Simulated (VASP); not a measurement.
# Ru (P6_3/mmc) in VASP: notebook

The runs below take Ru through single point, relaxation of cell and atoms, with r2SCAN, SVWN5, r2SCAN+rVV10.

All numbers are computed with VASP 6.6.1; they aren't measurements. Logs are shortened: lines on timing, memory, paths and dates and some standing lists are left out, and cuts for length are marked.

## (1) The cell of the first run

It takes space group P6_3/mmc (No. 194, hexagonal). Conventional cell: a = 2.702 Å, b = 2.702 Å, c = 4.268 Å, α = 90.00°, β = 90.00°, γ = 120.00°. Within 3.5 Å of Ru (site symmetry -6m2) lie 12 Ru at 2.64 to 2.70 Å.

## (2) Single point, r2SCAN

The input, POSCAR:

```
Ru
1.0
    2.7021436369      0.0000000000      0.0000000000
   -1.3510718184      2.3401250342      0.0000000000
    0.0000000000      0.0000000000      4.2679422937
Ru
2
Direct
    0.6666666667      0.3333333333      0.7500000000
    0.3333333333      0.6666666667      0.2500000000
```

The input, INCAR.step1:

```
SYSTEM = Ru
PREC = Accurate ; ENCUT = 620
ISMEAR = -1 ; SIGMA = 0.05
LREAL = .False. ; LASPH = .True.
NELM = 120 ; NBANDS = 23
GGA = PE ; ALGO = Normal
EDIFF = 1E-5 ; LWAVE = .True.
LCHARG = .False. ; GGA_COMPAT = .False.
```

The input, INCAR.step2:

```
SYSTEM = Ru
PREC = Accurate ; ENCUT = 620
EDIFF = 1E-6 ; ISMEAR = -1
SIGMA = 0.05 ; LREAL = .False.
LASPH = .True. ; NELM = 120
ALGO = Normal ; ISIF = 2
LWAVE = .False. ; LCHARG = .True.
METAGGA = R2SCAN ; LMIXTAU = .True.
LELF = .True. ; LVHAR = .True.
NBANDS = 23 ; ISTART = 1
GGA_COMPAT = .False.
```

The input, KPOINTS:

```
Automatic mesh
0
Gamma
  11 11 6
  0 0 0
```

Potentials or basis: VASP PAW PBE potentials, release 64 (Ru_sv).

The run is started by

```bash
$ cat potpaw_PBE.64/Ru_sv/POTCAR > POTCAR
$ cp INCAR.step1 INCAR
$ mpirun -np 1 vasp_std > vasp.out
$ cp INCAR.step2 INCAR
$ mpirun -np 1 vasp_std > vasp.out
```

OUTCAR:

```text
SYSTEM = Ru
   PREC = Accurate
   ENCUT = 620
   EDIFF = 1E-6
   ISMEAR = -1
   LREAL = .False.
   LASPH = .True.
   NELM = 120
   ISIF = 2
   METAGGA = R2SCAN
   ISTART = 1

 ion  position               nearest neighbor table
   1  0.667  0.333  0.750-   2 2.64   2 2.64   2 2.64   2 2.64   2 2.64   2 2.64
   2  0.333  0.667  0.250-   1 2.64   1 2.64   1 2.64   1 2.64   1 2.64   1 2.64

  LATTYP: Found a hexagonal cell.
 ALAT       =     2.7021436369
 C/A-ratio  =     1.5794653679

  Lattice vectors:

 A1 = (   2.7021436369,   0.0000000000,   0.0000000000)
 A2 = (  -1.3510718184,   2.3401250342,   0.0000000000)
 A3 = (   0.0000000000,   0.0000000000,   4.2679422937)

Analysis of symmetry for initial positions (statically):
=====================================================================
 Subroutine PRICEL returns:
 Original cell was already a primitive cell.

 Routine SETGRP: Setting up the symmetry group for a
 hexagonal supercell.

 Subroutine GETGRP returns: Found 24 space group operations
 (whereof 12 operations were pure point group operations)
 out of a pool of 24 trial point group operations.

The static configuration has the point symmetry D_3d.
 The point group associated with its full space group is D_6h.

Analysis of symmetry for dynamics (positions and initial velocities):
=====================================================================
 Subroutine PRICEL returns:
 Original cell was already a primitive cell.

 Routine SETGRP: Setting up the symmetry group for a
 hexagonal supercell.

 Subroutine GETGRP returns: Found 24 space group operations
 (whereof 12 operations were pure point group operations)
 out of a pool of 24 trial point group operations.

The dynamic configuration has the point symmetry D_3d.
 The point group associated with its full space group is D_6h.

 Subroutine INISYM returns: Found 24 space group operations
 (whereof 12 operations are pure point group operations),
 and found     1 'primitive' translations

----------------------------------------------------------------------------------------

                                     Primitive cell

  volume of cell :      26.9877

  direct lattice vectors                    reciprocal lattice vectors
     2.702143637  0.000000000  0.000000000     0.370076552  0.213663797  0.000000000
    -1.351071818  2.340125034  0.000000000     0.000000000  0.427327594  0.000000000
     0.000000000  0.000000000  4.267942294     0.000000000  0.000000000  0.234304949

  length of vectors
     2.702143637  2.702143637  4.267942294     0.427327594  0.427327594  0.234304949

  position of ions in fractional coordinates (direct lattice)
     0.666666667  0.333333333  0.750000000
     0.333333333  0.666666667  0.250000000

  ion indices of the primitive-cell ions
   primitive index   ion index
                 1           1
                 2           2

----------------------------------------------------------------------------------------

 KPOINTS: Automatic mesh

Automatic generation of k-mesh.
 Grid dimensions read from file:
 generate k-points for:   11   11    6

 Generating k-lattice:

  Cartesian coordinates                     Fractional coordinates (reciprocal lattice)
     0.033643323  0.019423982  0.000000000     0.090909091  0.000000000  0.000000000
     0.000000000  0.038847963  0.000000000     0.000000000  0.090909091  0.000000000
     0.000000000  0.000000000  0.039050825     0.000000000  0.000000000  0.166666667

  Length of vectors
     0.038847963  0.038847963  0.039050825

  Shift w.r.t. Gamma in fractional coordinates (k-lattice)
     0.000000000  0.000000000  0.000000000

 Subroutine IBZKPT returns following result:
 ===========================================

 Found     64 irreducible k-points:

 Following reciprocal coordinates:
            Coordinates               Weight
  0.000000  0.000000  0.000000      1.000000
  0.090909  0.000000  0.000000      6.000000
  0.181818  0.000000  0.000000      6.000000
  0.272727  0.000000  0.000000      6.000000
  0.363636  0.000000  0.000000      6.000000
  0.454545  0.000000  0.000000      6.000000
[... 16 lines left out ...]
  0.090909  0.090909  0.166667     12.000000
  0.181818  0.090909  0.166667     24.000000
 [... further k-points ...]
   k-points           NKPTS =     64   k-points in BZ     NKDIM =     64   number of bands    NBANDS=     23
   number of dos      NEDOS =    301   number of ions     NIONS =      2
   total plane-waves  NPLWV =  20736
   dimension x,y,z NGX =    24 NGY =   24 NGZ =   36
   dimension x,y,z NGXF=    48 NGYF=   48 NGZF=   72
   ions per type =               2
   NGX,Y,Z   is equivalent  to a cutoff of  14.77, 14.77, 14.02 a.u.
   NGXF,Y,Z  is equivalent  to a cutoff of  29.53, 29.53, 28.05 a.u.
 SYSTEM =  Ru
   PREC   = accura    normal or accurate (medium, high low for compatibility)
   ISTART =      1    job   : 0-new  1-cont  2-samecut
   ICHARG =      0    charge: 1-file 2-atom 10-const
   ISPIN  =      1    spin polarized calculation?
   LNONCOLLINEAR =      F non collinear calculations
   LSORBIT =      F    spin-orbit coupling
   LASPH  =      T    aspherical Exc in radial PAW
   ENCUT  =  620.0 eV  45.57 Ry    6.75 a.u.   5.49  5.49  8.67*2*pi/ulx,y,z
   NELM   =    120;   NELMIN=  2; NELMDL=  0     # of ELM steps
   EDIFF  = 0.1E-05   stopping-criterion for ELM
   LREAL  =      F    real-space projection
   EDIFFG = 0.1E-04   stopping-criterion for IOM
   NSW    =      0    number of steps for IOM
   IBRION =     -1    ionic relax: 0-MD 1-quasi-New 2-CG
   NFREE  =      0    steps in history (QN), initial steepest desc. (CG)
   ISIF   =      2    stress and relaxation
   ISYM   =      2    0-nonsym 1-usesym 2-fastsym
   POTIM  = 0.5000    time-step for ionic-motion
   TEBEG  =    0.0;   TEEND  =   0.0 temperature during run
   PSTRESS=    0.0 pullay stress
   NELECT =      32.0000    total number of electrons
   NUPDOWN=      -1.0000    fix difference up-down
   EMIN   =  10.00;   EMAX   =-10.00  energy-range for DOS
   EFERMI =   0.00;   METHOD = LEGACY
   ISMEAR =    -1;   SIGMA  =   0.05  broadening in eV -4-tet -1-fermi 0-gaus
   EFERMI_NEDOS =   21; number of points for ismear=-14 and -15
   IALGO  =     38    algorithm
   IMIX   =      4    mixing-type and parameters
     AMIX     =   0.40;   BMIX     =  1.00
     AMIX_MAG =   1.60;   BMIX_MAG =  1.00
  volume/ion in A,a.u.               =      13.49        91.06
  Fermi-wavevector in a.u.,A,eV,Ry     =   1.732751  3.274425 40.850484  3.002426
  Thomas-Fermi vector in A             =   2.806868
   LORBIT       =      0    0 simple, 1 ext, 2 COOP (PROOUT), +10 PAW based schemes
   METAGGA = R2SCAN    functional components
   LHFCALC =     F    Hartree Fock is set to
   AEXX    =    0.0000 exact exchange contribution
   IVDW    =     0    specifies the selected vdW correction
   LEPSILON=     F    determine dielectric tensor
   LRPA    =     F    only Hartree local field effects (RPA)
 non-spin polarized calculation
  energy-cutoff  :      620.00
  volume of cell :       26.99
 maximum number of plane-waves:       971
 NGX is ok and might be reduce to    24
   NGX = 11   NGY = 11   NGZ = 17

 number of electron      31.9999997 magnetization

 Free energy of the ion-electron system (eV)
  ---------------------------------------------------
  ext. energy  EPLUGINS =         0.00000000
  ---------------------------------------------------
  free energy    TOTEN  =       -50.93838830 eV

  energy without entropy =      -50.92250611  energy(sigma->0) =      -50.93044721

 E-fermi :  15.0981     XC(G=0): -15.5825

 val. band max:       15.0723881138   @ k =   0.2727   0.0000   0.0000
 cond. band min:      15.1114671270   @ k =   0.3636   0.0909   0.3333
 fundamental gap:      0.0390790132
 Fermi energy:        15.0980624277

 k-point     1 :       0.0000    0.0000    0.0000
  band No.  band energies     occupation
      1     -60.1822      2.00000
      2     -59.9494      2.00000
      3     -29.9397      2.00000
      4     -28.9164      2.00000
      5     -28.9164      2.00000
      6     -28.7287      2.00000
[... 15 lines left out ...]
     22      30.7164      0.00000
     23      33.3830      0.00000

 k-point     2 :       0.0909    0.0000    0.0000
  band No.  band energies     occupation
      1     -60.1687      2.00000
      2     -59.9443      2.00000
      3     -29.9089      2.00000
      4     -28.9812      2.00000
      5     -28.9383      2.00000
      6     -28.7960      2.00000
[... 15 lines left out ...]
     22      31.2404      0.00000
     23      33.7353      0.00000

 k-point     3 :       0.1818    0.0000    0.0000
  band No.  band energies     occupation
      1     -60.1317      2.00000
      2     -59.9313      2.00000
      3     -29.8213      2.00000
      4     -29.1552      2.00000
      5     -28.9947      2.00000
      6     -28.9724      2.00000
[... 15 lines left out ...]
     22      31.7013      0.00000
     23      33.9652      0.00000

 k-point     4 :       0.2727    0.0000    0.0000
  band No.  band energies     occupation
      1     -60.0803      2.00000
      2     -59.9169      2.00000
      3     -29.6916      2.00000
      4     -29.3831      2.00000
      5     -29.1947      2.00000
      6     -29.0652      2.00000
[... 15 lines left out ...]
     22      29.2801      0.00000
     23      32.3148      0.00000

 k-point     5 :       0.3636    0.0000    0.0000
  band No.  band energies     occupation
      1     -60.0279      2.00000
      2     -59.9085      2.00000
      3     -29.5921      2.00000
      4     -29.5450      2.00000
      5     -29.3914      2.00000
      6     -29.1276      2.00000
[... 434 lines left out ...]
 k-point    22 :       0.4545    0.0000    0.1667
  band No.  band energies     occupation
      1     -59.9857      2.00000
      2     -59.9143      2.00000
      3     -29.7796      2.00000
      4     -29.5775      2.00000
      5     -29.3169      2.00000
      6     -29.1435      2.00000
[... 15 lines left out ...]
     22      27.6025      0.00000
     23      29.7765      0.00000

 k-point    23 :       0.0909    0.0909    0.1667
  band No.  band energies     occupation
      1     -60.1297      2.00000
      2     -59.9494      2.00000
      3     -29.7874      2.00000
      4     -29.0643      2.00000
      5     -29.0149      2.00000
      6     -28.9306      2.00000
[... 15 lines left out ...]
     22      31.5174      0.00000
     23      33.9033      0.00000

 k-point    24 :       0.1818    0.0909    0.1667
  band No.  band energies     occupation
      1     -60.0874      2.00000
      2     -59.9336      2.00000
      3     -29.7111      2.00000
      4     -29.2382      2.00000
      5     -29.1848      2.00000
      6     -29.0162      2.00000
[... 15 lines left out ...]
     22      30.9614      0.00000
     23      32.4918      0.00000

 [... further k-points ...]

------------------------ aborting loop because EDIFF is reached ----------------------------------------

  FORCE on cell =-STRESS in cart. coord.  units (eV):
  Direction    XX          YY          ZZ          XY          YZ          ZX
  --------------------------------------------------------------------------------------
  -------------------------------------------------------------------------------------
  Total        0.0219259      0.0219259      0.0226402      0.0000000      0.0000000      0.0000000
  in kB        1.3016713      1.3016713      1.3440785      0.0000000      0.0000000      0.0000000
  external PRESSURE =       1.3158070 kB  Pullay stress =       0.0000000 kB

 VOLUME and BASIS-vectors are now :
 -----------------------------------------------------------------------------
  energy-cutoff  :      620.00
  volume of cell :       26.99
      direct lattice vectors                 reciprocal lattice vectors
     2.702143637  0.000000000  0.000000000     0.370076552  0.213663797  0.000000000
    -1.351071818  2.340125034  0.000000000     0.000000000  0.427327594  0.000000000
     0.000000000  0.000000000  4.267942294     0.000000000  0.000000000  0.234304949

 POSITION                                       TOTAL-FORCE (eV/Angst)
 -----------------------------------------------------------------------------------
      1.35107      0.78004      3.20096         0.000000      0.000000      0.000000
     -0.00000      1.56008      1.06699        -0.000000      0.000000      0.000000
 -----------------------------------------------------------------------------------
    total drift:                                0.000000     -0.000000      0.000000

  FREE ENERGIE OF THE ION-ELECTRON SYSTEM (eV)
  ---------------------------------------------------
  free  energy   TOTEN  =       -50.9383883036 eV

  energy  without entropy=      -50.9225061064  energy(sigma->0) =      -50.93044721
```

Run time: 58 s. Hardware: 1 thread of Intel Xeon 6975P-C (Granite Rapids), shared host; peak memory 0.18 GiB.

Results:

- Free energy: -50.9384 eV
- Pressure: 0.1 GPa
- Band gap on the k mesh: zero (bands 16 and 17 overlap by 3.24 eV)

Caveat: the PAW data sets were made with another functional, which shifts forces and pressure a little.

## (3) Relaxation of cell and atoms, SVWN5

This run uses another cell than the first one, of 13.57 Å³/atom.

The input, INCAR:

```
  ALGO = Normal
  EDIFF = 1E-7
  EDIFFG = -0.01
  ENCUT = 600
  GGA = VW
  IBRION = 2
  ISIF = 3
  ISMEAR = -1
  LASPH = T
  LCHARG = F
  LREAL = F
  LWAVE = F
  NELM = 80
  NSW = 60
  PREC = Accurate
  SIGMA = 0.05
```

The input, KPOINTS:

```
k-points
0
Gamma
  11 11 6
```

The input, POSCAR:

```
Ru
1.0
    2.7058000000      0.0000000000      0.0000000000
   -1.3529000000      2.3432915376      0.0000000000
    0.0000000000      0.0000000000      4.2819000000
Ru
2
Direct
    0.6666666667      0.3333333333      0.7500000000
    0.3333333333      0.6666666667      0.2500000000
```

Potentials or basis: VASP PAW PBE potentials, release 64 (Ru_pv).

The run is started by

```bash
$ cat potpaw_PBE.64/Ru_pv/POTCAR > POTCAR
$ mpirun -np 1 vasp_std > vasp.out
```

It took 68 s on 1 thread of Intel Xeon 6975P-C (Granite Rapids), shared host; peak memory 0.16 GiB.

Results (log left out):

```yaml
Free_energy: -21.3959 eV
Relaxed_volume: 13.08 Å³/atom
Relaxed_cell: a = 2.673 Å, b = 2.673 Å, c = 4.229 Å, α = 90.00°, β = 90.00°, γ = 120.00°
Space_group_after_relaxing_to_0.1_Å: P6_3/mmc (No. 194)
Energy_gained_by_relaxing: 20.0 meV/atom
Ionic_steps: 9
Pressure_after_relaxing: 0.0 GPa
Band_gap_on_the_k_mesh: zero (bands 14 and 15 overlap by 3.26 eV)
```

The path:
| step | energy change (eV) | largest force (eV/Å) | pressure (GPa) | volume (Å³) |
| --- | --- | --- | --- | --- |
| 1 | 0.0000 | 0.0000 | -12.53 | 27.15 |
| 2 | 0.4535 | 0.0000 | 59.57 | 23.19 |
| 3 | -0.0399 | 0.0000 | -0.71 | 26.21 |
| 4 | -0.0400 | 0.0000 | -0.12 | 26.17 |
| 5 | -0.0400 | 0.0000 | 0.16 | 26.15 |
| 6 | -0.0400 | 0.0000 | -0.43 | 26.19 |
| 7 | -0.0400 | 0.0000 | -0.09 | 26.17 |
| 8 | -0.0400 | 0.0000 | 0.07 | 26.16 |
| 9 | -0.0400 | 0.0000 | -0.03 | 26.16 |

Final structure:
```
CELL_PARAMETERS angstrom
2.67268 0.00000 0.00000
-1.33634 2.31461 0.00000
0.00000 0.00000 4.22919
ATOMIC_POSITIONS crystal
Ru 0.66667 0.33333 0.75000
Ru 0.33333 0.66667 0.25000
```

Levels at points of the mesh, in eV from the Fermi level:
```csv
k point,band 11,band 12,band 13,band 14,band 15,band 16,band 17,band 18
"(0.00, 0.00, 0.00)",-2.50,-1.96,-1.96,-1.40,-1.40,1.34,1.34,1.40
"(0.00, 0.00, 0.50)",-2.86,-2.86,-2.78,-2.78,0.66,0.66,0.66,0.66
```

Caveat: the PAW data sets were made with another functional, which shifts forces and pressure a little.

[end of part 1 of 2]

The gap in the log of VASP goes by the Fermi energy; the results here count the filled bands.